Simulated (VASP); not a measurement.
Runs of VASP 6.6.1 on Ti. The structure is that of space group I4/mmm (No. 139), or close to it. The cells are those of the table. 

```csv
cell,further INCAR settings,gap on the mesh (eV),pressure (GPa)
"a = 2.813, b = 2.813, c = 3.031 Å, angles 57.4, 57.4, 65.2°, 1 atom",ALGO = Fast; EDIFF = 1e-07; NBANDS = 12,none,-0.8
"a = 3.051, b = 3.051, c = 2.630 Å, angles 64.5, 64.5, 51.1°, 1 atom",ALGO = Fast; EDIFF = 1e-06; NBANDS = 12,none,-1.9
"a = 2.797, b = 2.797, c = 3.119 Å, angles 56.1, 56.1, 67.8°, 1 atom",ALGO = Fast; EDIFF = 1e-07; NBANDS = 12,none,-1.2
"a = 2.795, b = 2.795, c = 3.314 Å, angles 53.6, 53.6, 72.7°, 1 atom",ALGO = Fast; EDIFF = 1e-07; NBANDS = 12,none,-1.4
"a = 2.836, b = 2.836, c = 2.952 Å, angles 58.6, 58.6, 62.7°, 1 atom",ALGO = Fast; EDIFF = 1e-06; NBANDS = 12,none,-0.6
"a = 2.984, b = 2.984, c = 2.702 Å, angles 63.1, 63.1, 53.8°, 1 atom",ALGO = Fast; EDIFF = 1e-06; NBANDS = 12,none,-1.3
"a = 3.132, b = 3.132, c = 2.558 Å, angles 65.9, 65.9, 48.2°, 1 atom",ALGO = Fast; EDIFF = 1e-06; NBANDS = 12,none,(a)
"a = 3.197, b = 3.197, c = 2.508 Å, angles 66.9, 66.9, 46.2°, 1 atom",ALGO = Fast; EDIFF = 1e-06; NBANDS = 12,none,-1.9
"a = 2.923, b = 2.923, c = 2.781 Å, angles 61.6, 61.6, 56.8°, 1 atom",ALGO = Fast; EDIFF = 1e-06; NBANDS = 12,none,(b)
```

Alike in all rows: task single point; level PBEsol; potentials or basis VASP PAW PBE potentials, release 64 (Ti_sv); no spin polarisation; k mesh 22 × 22 × 22; cutoff (eV) 520; smearing gaussian 0.15 eV.

**Question.** Estimate the missing entries.

**Answer.** (a) -2.3; (b) -0.7.

Caveats: the PAW data sets were made with another functional, which shifts forces and pressure a little.

A gap of «none» marks levels without a gap at the run's occupations.
